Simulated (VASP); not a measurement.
The system is GeI.

```
CELL_PARAMETERS angstrom
2.10250 1.21388 3.46406
-2.10250 1.21388 3.46406
0.00000 -2.42776 3.46406
ATOMIC_POSITIONS crystal
Ge 0.50000 0.50000 0.50000
I 0.00000 0.00000 0.00000
```

* Program: VASP 6.6.1
* Task: relaxation of cell and atoms
* Functional: PBE
* Potentials or basis: VASP PAW PBE potentials, release 64 (Ge_d, I)
* Cutoff: 600 eV
* k mesh: 6 × 6 × 6
* Occupations: gaussian, width 0.1 eV
* Spin: no spin polarisation

At the start: pressure 7.7 GPa; volume 26.52 Å³/atom.

Task: Where does the relaxation end?

Result: Over 3 steps the energy falls by 98.5 meV/atom and the volume is 31.37 Å³/atom (+18.3 %); space group Fm-3m (No. 225, to 0.1 Å) before and after.

The path:
```tsv
step	energy change (eV)	largest force (eV/Å)	pressure (GPa)	volume (Å³)
1	0.0000	0.0000	7.69	53.05
2	-0.1960	0.0000	-0.28	63.43
3	-0.1969	0.0000	-0.10	62.75
```

Final structure:
```
Ge I
1.0
     2.22105    1.28232    3.67202
    -2.22105    1.28232    3.67202
     0.00000   -2.56464    3.67202
Ge I
1 1
Cartesian
  0.0000 0.0000 5.5080
  0.0000 0.0000 0.0000
```

Caveat: the volume moved by over 15 % at a fixed basis, so the end points are rough; an odd number of electrons without spin polarisation forces a metal; a magnetic or distorted state may lie lower.
